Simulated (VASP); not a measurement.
# Pd (P6_3/mmc) in VASP: a series of runs

The runs below take Pd through single point, with PBE.

Everything below comes from runs of VASP 6.6.1. Logs are shortened: lines on timing, memory, paths and dates and some standing lists are left out, and cuts for length are marked.

### Step 1. The cell of the first run

It takes space group P6_3/mmc (No. 194, hexagonal). Conventional cell: a = 2.656 Å, b = 2.656 Å, c = 4.445 Å, α = 90.00°, β = 90.00°, γ = 120.00°. Within 3.5 Å of Pd (site symmetry -6m2) lie 12 Pd at 2.66 to 2.70 Å.

This isn't the form of Pd at room conditions, which is fcc.

### Step 2. Single point, PBE, collinear spin (13.58 Å³/atom)

The input, INCAR:

```
PREC = Accurate
ENCUT = 520
EDIFF = 1E-7
ISMEAR = 0
SIGMA = 0.1
LREAL = False
LASPH = True
NELM = 150
ALGO = Fast
ISIF = 2
LWAVE = False
LCHARG = False
ISPIN = 2
MAGMOM = 0.41 0.41
LORBIT = 11
LMAXMIX = 4
GGA = PE
NBANDS = 21
```

The input, KPOINTS:

```
Automatic mesh
0
Gamma
  18 18 10
```

The input, POSCAR:

```
Pd
1.0
    2.6558444518      0.0000000000      0.0000000000
   -1.3279222259      2.3000287638      0.0000000000
    0.0000000000      0.0000000000      4.4448128368
Pd
2
Direct
    0.6666666667      0.3333333333      0.7500000000
    0.3333333333      0.6666666667      0.2500000000
```

Potentials or basis: VASP PAW PBE potentials, release 64 (Pd).

Command:

```console
> cat potpaw_PBE.64/Pd/POTCAR > POTCAR
> mpirun -np 1 vasp_std > vasp.out
```

OUTCAR:

```text
PREC = Accurate
   ENCUT = 520
   EDIFF = 1E-7
   ISMEAR = 0
   LREAL = False
   LASPH = True
   NELM = 150
   ISIF = 2
   ISPIN = 2
   LORBIT = 11
   GGA = PE

 ion  position               nearest neighbor table
   1  0.667  0.333  0.750-   2 2.70   2 2.70   2 2.70   2 2.70   2 2.70   2 2.70
   2  0.333  0.667  0.250-   1 2.70   1 2.70   1 2.70   1 2.70   1 2.70   1 2.70

  LATTYP: Found a hexagonal cell.
 ALAT       =     2.6558444518
 C/A-ratio  =     1.6735968230

  Lattice vectors:

 A1 = (   2.6558444518,   0.0000000000,   0.0000000000)
 A2 = (  -1.3279222259,   2.3000287638,   0.0000000000)
 A3 = (   0.0000000000,   0.0000000000,   4.4448128368)

Analysis of symmetry for initial positions (statically):
=====================================================================
 Subroutine PRICEL returns:
 Original cell was already a primitive cell.

 Routine SETGRP: Setting up the symmetry group for a
 hexagonal supercell.

 Subroutine GETGRP returns: Found 24 space group operations
 (whereof 12 operations were pure point group operations)
 out of a pool of 24 trial point group operations.

The static configuration has the point symmetry D_3d.
 The point group associated with its full space group is D_6h.

Analysis of symmetry for dynamics (positions and initial velocities):
=====================================================================
 Subroutine PRICEL returns:
 Original cell was already a primitive cell.

 Routine SETGRP: Setting up the symmetry group for a
 hexagonal supercell.

 Subroutine GETGRP returns: Found 24 space group operations
 (whereof 12 operations were pure point group operations)
 out of a pool of 24 trial point group operations.

The dynamic configuration has the point symmetry D_3d.
 The point group associated with its full space group is D_6h.

Analysis of structural, dynamic, and magnetic symmetry:
=====================================================================
 Subroutine PRICEL returns:
 Original cell was already a primitive cell.

 Routine SETGRP: Setting up the symmetry group for a
 hexagonal supercell.

 Subroutine GETGRP returns: Found 24 space group operations
 (whereof 12 operations were pure point group operations)
 out of a pool of 24 trial point group operations.

The overall configuration has the point symmetry D_3d.
 The point group associated with its full space group is D_6h.

 Subroutine INISYM returns: Found 24 space group operations
 (whereof 12 operations are pure point group operations),
 and found     1 'primitive' translations

----------------------------------------------------------------------------------------
[... 118 lines left out ...]
   GGA     = PE    functional components
   LHFCALC =     F    Hartree Fock is set to
   AEXX    =    0.0000 exact exchange contribution
   IVDW    =     0    specifies the selected vdW correction
   LEPSILON=     F    determine dielectric tensor
   LRPA    =     F    only Hartree local field effects (RPA)
 spin polarized calculation
 RMM-DIIS sequential band-by-band and
 Gauss-broadening in eV      SIGMA  =   0.10
  energy-cutoff  :      520.00
  volume of cell :       27.15
 maximum number of plane-waves:       762
 NGX is ok and might be reduce to    20
   NGX =  9   NGY =  9   NGZ = 17

 number of electron      20.0000003 magnetization       0.0285699

 Free energy of the ion-electron system (eV)
  ---------------------------------------------------
  ext. energy  EPLUGINS =         0.00000000
  ---------------------------------------------------
  free energy    TOTEN  =       -10.09651295 eV

  energy without entropy =      -10.07216116  energy(sigma->0) =      -10.08433705

 E-fermi :  11.2600     XC(G=0): -13.7077

 val. band max:       11.2598854431   @ k =   0.2222   0.2222   0.2000
 cond. band min:      11.2600750258   @ k =   0.4444  -0.0000   0.3000
 fundamental gap:      0.0001895827
 Fermi energy:        11.2599814097

 spin component 1

 k-point     1 :       0.0000    0.0000    0.0000
  band No.  band energies     occupation
      1       3.4505      1.00000
      2       5.2590      1.00000
      3       7.8462      1.00000
      4       8.1051      1.00000
      5       8.1051      1.00000
      6       8.5081      1.00000
[... 565 lines left out ...]
     20      36.0445      0.00000
     21      38.9397      0.00000

 [... further k-points ...]

 spin component 2

 k-point     1 :       0.0000    0.0000    0.0000
  band No.  band energies     occupation
      1       3.4516      1.00000
      2       5.2664      1.00000
      3       7.8575      1.00000
      4       8.1156      1.00000
      5       8.1156      1.00000
      6       8.5189      1.00000
[... 565 lines left out ...]
     20      36.0544      0.00000
     21      38.9333      0.00000

 [... further k-points ...]

------------------------ aborting loop because EDIFF is reached ----------------------------------------

  FORCE on cell =-STRESS in cart. coord.  units (eV):
  Direction    XX          YY          ZZ          XY          YZ          ZX
  --------------------------------------------------------------------------------------
  -------------------------------------------------------------------------------------
  Total        4.9184632      4.9184632      4.8970751      0.0000000      0.0000000      0.0000000
  in kB      290.2355656    290.2355656    288.9734637      0.0000000      0.0000000      0.0000000
  external PRESSURE =     289.8148650 kB  Pullay stress =       0.0000000 kB

 VOLUME and BASIS-vectors are now :
 -----------------------------------------------------------------------------
  energy-cutoff  :      520.00
  volume of cell :       27.15
      direct lattice vectors                 reciprocal lattice vectors
     2.655844452  0.000000000  0.000000000     0.376528075  0.217388586  0.000000000
    -1.327922226  2.300028764  0.000000000     0.000000000  0.434777171  0.000000000
     0.000000000  0.000000000  4.444812837     0.000000000  0.000000000  0.224981352

 POSITION                                       TOTAL-FORCE (eV/Angst)
 -----------------------------------------------------------------------------------
      1.32792      0.76668      3.33361        -0.000000      0.000000      0.000000
     -0.00000      1.53335      1.11120         0.000000     -0.000000      0.000000
 -----------------------------------------------------------------------------------
    total drift:                               -0.000000      0.000000     -0.000000

  FREE ENERGIE OF THE ION-ELECTRON SYSTEM (eV)
  ---------------------------------------------------
  free  energy   TOTEN  =       -10.0965129510 eV

  energy  without entropy=      -10.0721611556  energy(sigma->0) =      -10.08433705

 total charge

# of ion       s       p       d       tot
------------------------------------------
    1        0.534   0.569   8.538   9.641
    2        0.534   0.569   8.538   9.641
--------------------------------------------------
tot          1.069   1.138  17.076  19.282

 magnetization (x)

# of ion       s       p       d       tot
------------------------------------------
    1       -0.000  -0.000   0.014   0.014
    2       -0.000  -0.000   0.014   0.014
--------------------------------------------------
tot         -0.000  -0.001   0.029   0.028
```

OSZICAR:

```text
N       E                     dE             d eps       ncg     rms          rms(c)
DAV:   1     0.118280916936E+03    0.11828E+03   -0.98491E+03 18672   0.923E+02
DAV:   2    -0.771951231278E+01   -0.12600E+03   -0.11785E+03 20908   0.235E+02
DAV:   3    -0.106344275629E+02   -0.29149E+01   -0.28846E+01 22046   0.376E+01
[... 15 lines left out ...]
RMM:  19    -0.100965129945E+02   -0.17674E-05   -0.22223E-05 23169   0.286E-02    0.340E-03
RMM:  20    -0.100965130941E+02   -0.99563E-07   -0.20281E-06 22939   0.100E-02    0.314E-03
RMM:  21    -0.100965129141E+02    0.18001E-06   -0.15997E-06 21223   0.740E-03    0.109E-03
RMM:  22    -0.100965130317E+02   -0.11763E-06   -0.13544E-07 18410   0.216E-03    0.116E-03
RMM:  23    -0.100965129510E+02    0.80657E-07   -0.18114E-07 16450   0.243E-03
   1 F= -.10096513E+02 E0= -.10084337E+02  d E =-.243518E-01  mag=     0.0186
```

It took 8.6 min on 1 thread of Intel Xeon Platinum 8375C at 2.90GHz (Ice Lake), shared host; peak memory 0.29 GiB.

Results:

```yaml
Free_energy: -10.0965 eV
Pressure: 29.0 GPa
Band_gap_on_the_k_mesh: zero (filled and empty bands overlap)
Net_moment: 0.03 μB per cell
Valence_electrons_inside_the_program's_atomic_spheres: Pd 9.64
```

Caveat: the cell stands under pressure.

### Step 3. Single point, PBE, collinear spin (14.04 Å³/atom)

This run uses another cell than the first one, of 14.04 Å³/atom.

The input, INCAR:

```
SYSTEM = Pd
  ALGO = Normal
  EDIFF = 1E-7
  ENCUT = 520
  GGA = PE
  ISIF = 2
  ISMEAR = 0
  ISPIN = 2
  LASPH = .True.
  LCHARG = .False.
  LMAXMIX = 4
  LORBIT = 11
  LREAL = .False.
  LWAVE = .False.
  MAGMOM = 0.41 0.41
  NBANDS = 21
  NELM = 150
  PREC = Accurate
  SIGMA = 0.1
```

The input, KPOINTS:

```
k-points
0
Gamma
  18 18 10
  0 0 0
```

The input, POSCAR:

```
Pd
1.0
    2.6892369508      0.0000000000      0.0000000000
   -1.3446184754      2.3289475162      0.0000000000
    0.0000000000      0.0000000000      4.4829028755
Pd
2
Direct
    0.6666666667      0.3333333333      0.7500000000
    0.3333333333      0.6666666667      0.2500000000
```

Potentials or basis: VASP PAW PBE potentials, release 64 (Pd).

Command:

```console
> cat potpaw_PBE.64/Pd/POTCAR > POTCAR
> mpirun -np 1 vasp_std > vasp.out
```

Wall time 5.4 min (1 thread of Intel Xeon Platinum 8375C at 2.90GHz (Ice Lake), shared host); peak memory 0.28 GiB.

Results (log left out):

```yaml
Free_energy: -10.2363 eV
Pressure: 19.5 GPa
Net_moment: 0.50 μB per cell
Site_moments: Pd +0.25 μB
Valence_electrons_inside_the_program's_atomic_spheres: Pd 9.56
```

Levels at points of the mesh, in eV from the Fermi level:
Spin up:
```tsv
k point	band 8	band 9	band 10	band 11	band 12	band 13
(0.00, 0.00, 0.00)	-1.91	-1.91	-0.36	-0.36	0.70	7.33
(0.50, 0.00, 0.00)	-0.08	-0.06	0.12	2.64	4.73	10.01
(0.00, 0.00, 0.50)	-3.12	-0.86	-0.86	-0.86	-0.86	14.45
(0.50, 0.00, 0.50)	-0.63	0.04	0.04	2.64	2.64	8.66
```
Spin down:
```tsv
k point	band 8	band 9	band 10	band 11	band 12	band 13
(0.00, 0.00, 0.00)	-1.74	-1.74	-0.18	-0.18	0.71	7.46
(0.50, 0.00, 0.00)	0.12	0.13	0.34	2.76	4.84	10.07
(0.00, 0.00, 0.50)	-2.94	-0.68	-0.68	-0.68	-0.68	14.50
(0.50, 0.00, 0.50)	-0.45	0.26	0.26	2.68	2.68	8.76
```

Caveat: the cell stands under pressure; a moment this small can come from the mesh or the smearing.

### Step 4. Single point, PBE, collinear spin (14.50 Å³/atom)

This run uses another cell than the first one, of 14.50 Å³/atom.

The input, INCAR:

```
SYSTEM = Pd
PREC = Accurate
ENCUT = 520
EDIFF = 1E-6
ISMEAR = 0
SIGMA = 0.1
LREAL = .FALSE.
LASPH = .TRUE.
NELM = 150
ALGO = Normal
ISIF = 2
LWAVE = .FALSE.
LCHARG = .FALSE.
ISPIN = 2
MAGMOM = 0.41 0.41
LORBIT = 11
LMAXMIX = 4
GGA = PE
NBANDS = 21
```

The input, KPOINTS:

```
Automatic mesh
0
G
  18 18 10
  0 0 0
```

The input, POSCAR:

```
Pd
1.0
    2.7200004079      0.0000000000      0.0000000000
   -1.3600002040      2.3555894515      0.0000000000
    0.0000000000      0.0000000000      4.5265361447
Pd
2
Direct
    0.6666666667      0.3333333333      0.7500000000
    0.3333333333      0.6666666667      0.2500000000
```

Potentials or basis: VASP PAW PBE potentials, release 64 (Pd).

Command:

```console
> cat potpaw_PBE.64/Pd/POTCAR > POTCAR
> mpirun -np 1 vasp_std > vasp.out
```

OUTCAR:

```text
SYSTEM = Pd
   PREC = Accurate
   ENCUT = 520
   EDIFF = 1E-6
   ISMEAR = 0
   LREAL = .FALSE.
   LASPH = .TRUE.
   NELM = 150
   ISIF = 2
   ISPIN = 2
   LORBIT = 11
   GGA = PE

 ion  position               nearest neighbor table
   1  0.667  0.333  0.750-   2 2.75   2 2.75   2 2.75   2 2.75   2 2.75   2 2.75
   2  0.333  0.667  0.250-   1 2.75   1 2.75   1 2.75   1 2.75   1 2.75   1 2.75

  LATTYP: Found a hexagonal cell.
 ALAT       =     2.7200004079
 C/A-ratio  =     1.6641674507

  Lattice vectors:

 A1 = (   2.7200004079,   0.0000000000,   0.0000000000)
 A2 = (  -1.3600002040,   2.3555894515,   0.0000000000)
 A3 = (   0.0000000000,   0.0000000000,   4.5265361447)

Analysis of symmetry for initial positions (statically):
=====================================================================
 Subroutine PRICEL returns:
 Original cell was already a primitive cell.

 Routine SETGRP: Setting up the symmetry group for a
 hexagonal supercell.

 Subroutine GETGRP returns: Found 24 space group operations
 (whereof 12 operations were pure point group operations)
 out of a pool of 24 trial point group operations.

The static configuration has the point symmetry D_3d.
 The point group associated with its full space group is D_6h.

Analysis of symmetry for dynamics (positions and initial velocities):
=====================================================================
 Subroutine PRICEL returns:
 Original cell was already a primitive cell.

 Routine SETGRP: Setting up the symmetry group for a
 hexagonal supercell.

 Subroutine GETGRP returns: Found 24 space group operations
 (whereof 12 operations were pure point group operations)
 out of a pool of 24 trial point group operations.

The dynamic configuration has the point symmetry D_3d.
 The point group associated with its full space group is D_6h.

Analysis of structural, dynamic, and magnetic symmetry:
=====================================================================
 Subroutine PRICEL returns:
 Original cell was already a primitive cell.

 Routine SETGRP: Setting up the symmetry group for a
 hexagonal supercell.
[... 150 lines left out ...]
  free energy    TOTEN  =       -10.32616893 eV

  energy without entropy =      -10.30510949  energy(sigma->0) =      -10.31563921

 E-fermi :  10.0974     XC(G=0): -13.2888

 val. band max:       10.0968085825   @ k =   0.3889   0.0556   0.0000
 cond. band min:      10.1008635241   @ k =   0.2778   0.1111   0.0000
 fundamental gap:      0.0040549416
 Fermi energy:        10.0974309272

 spin component 1

 k-point     1 :       0.0000    0.0000    0.0000
  band No.  band energies     occupation
      1       2.7920      1.00000
      2       4.5563      1.00000
      3       6.9271      1.00000
      4       7.1460      1.00000
      5       7.1460      1.00000
      6       7.5102      1.00000
[... 565 lines left out ...]
     20      33.8466      0.00000
     21      36.1818      0.00000

 [... further k-points ...]

 spin component 2

 k-point     1 :       0.0000    0.0000    0.0000
  band No.  band energies     occupation
      1       2.8103      1.00000
      2       4.7163      1.00000
      3       7.1731      1.00000
      4       7.3767      1.00000
      5       7.3767      1.00000
      6       7.7480      1.00000
[... 565 lines left out ...]
     20      33.9121      0.00000
     21      36.5451      0.00000

 [... further k-points ...]

------------------------ aborting loop because EDIFF is reached ----------------------------------------

  FORCE on cell =-STRESS in cart. coord.  units (eV):
  Direction    XX          YY          ZZ          XY          YZ          ZX
  --------------------------------------------------------------------------------------
  -------------------------------------------------------------------------------------
  Total        2.1048457      2.1048457      2.1153430     -0.0000000      0.0000000      0.0000000
  in kB      116.2776626    116.2776626    116.8575599     -0.0000000      0.0000000      0.0000000
  external PRESSURE =     116.4709617 kB  Pullay stress =       0.0000000 kB

 VOLUME and BASIS-vectors are now :
 -----------------------------------------------------------------------------
  energy-cutoff  :      520.00
  volume of cell :       29.00
      direct lattice vectors                 reciprocal lattice vectors
     2.720000408  0.000000000  0.000000000     0.367647004  0.212261097  0.000000000
    -1.360000204  2.355589452  0.000000000     0.000000000  0.424522193  0.000000000
     0.000000000  0.000000000  4.526536145     0.000000000  0.000000000  0.220919478

 POSITION                                       TOTAL-FORCE (eV/Angst)
 -----------------------------------------------------------------------------------
      1.36000      0.78520      3.39490        -0.000000      0.000000      0.000000
     -0.00000      1.57039      1.13163         0.000000      0.000000      0.000000
 -----------------------------------------------------------------------------------
    total drift:                               -0.000000      0.000000     -0.000000

  FREE ENERGIE OF THE ION-ELECTRON SYSTEM (eV)
  ---------------------------------------------------
  free  energy   TOTEN  =       -10.3261689286 eV

  energy  without entropy=      -10.3051094883  energy(sigma->0) =      -10.31563921

 total charge

# of ion       s       p       d       tot
------------------------------------------
    1        0.497   0.493   8.491   9.481
    2        0.497   0.493   8.491   9.481
--------------------------------------------------
tot          0.994   0.987  16.982  18.963

 magnetization (x)

# of ion       s       p       d       tot
------------------------------------------
    1       -0.002  -0.007   0.321   0.312
    2       -0.002  -0.007   0.321   0.312
--------------------------------------------------
tot         -0.003  -0.014   0.642   0.624
```

OSZICAR:

```text
N       E                     dE             d eps       ncg     rms          rms(c)
DAV:   1     0.116497534194E+03    0.11650E+03   -0.98272E+03 18664   0.916E+02
DAV:   2    -0.805464368431E+01   -0.12455E+03   -0.11646E+03 20983   0.231E+02
DAV:   3    -0.108428813685E+02   -0.27882E+01   -0.27597E+01 21924   0.365E+01
DAV:   4    -0.108615811259E+02   -0.18700E-01   -0.18697E-01 22472   0.299E+00
DAV:   5    -0.108618613841E+02   -0.28026E-03   -0.28026E-03 23126   0.387E-01    0.118E+01
DAV:   6    -0.103583477534E+02    0.50351E+00   -0.79175E-01 22993   0.868E+00    0.584E+00
DAV:   7    -0.103325118065E+02    0.25836E-01   -0.17886E-02 23929   0.108E+00    0.276E+00
DAV:   8    -0.103261385308E+02    0.63733E-02   -0.21354E-03 23011   0.308E-01    0.823E-01
DAV:   9    -0.103261391286E+02   -0.59776E-06   -0.78678E-05 25186   0.556E-02    0.629E-02
DAV:  10    -0.103261560476E+02   -0.16919E-04   -0.13311E-05 22918   0.285E-02    0.359E-02
DAV:  11    -0.103261673711E+02   -0.11323E-04   -0.88215E-06 22756   0.225E-02    0.958E-03
DAV:  12    -0.103261691677E+02   -0.17966E-05   -0.14056E-06 19284   0.904E-03    0.626E-03
DAV:  13    -0.103261689286E+02    0.23907E-06   -0.13898E-07 14474   0.313E-03
   1 F= -.10326169E+02 E0= -.10315639E+02  d E =-.210594E-01  mag=     0.6266
```

Run time: 4.5 min. Hardware: 1 thread of Intel Xeon Platinum 8375C at 2.90GHz (Ice Lake), shared host; peak memory 0.29 GiB.

What came out:

```yaml
Free_energy: -10.3262 eV
Pressure: 11.6 GPa
Net_moment: 0.63 μB per cell
Site_moments: Pd +0.31 μB
Valence_electrons_inside_the_program's_atomic_spheres: Pd 9.48
```

Caveat: the cell stands under pressure.

### Step 5. Overview

```csv
cell,gap on the mesh (eV),pressure (GPa),moment (μB)
"a = 2.656, b = 2.656, c = 4.445 Å, angles 90.0, 90.0, 120.0°, 2 atoms",none,29.0,0.03
"a = 2.689, b = 2.689, c = 4.483 Å, angles 90.0, 90.0, 120.0°, 2 atoms",none,19.5,0.50
"a = 2.720, b = 2.720, c = 4.527 Å, angles 90.0, 90.0, 120.0°, 2 atoms",none,11.6,0.63
```

Alike in all rows: task single point; level PBE; potentials or basis VASP PAW PBE potentials, release 64 (Pd); spin collinear; k mesh 18 × 18 × 10; cutoff (eV) 520; smearing gaussian 0.1 eV.

Caveats: the cell stands under pressure; a moment this small can come from the mesh or the smearing (at least some runs).

Absolute energies hang on the potentials; compare differences alone.
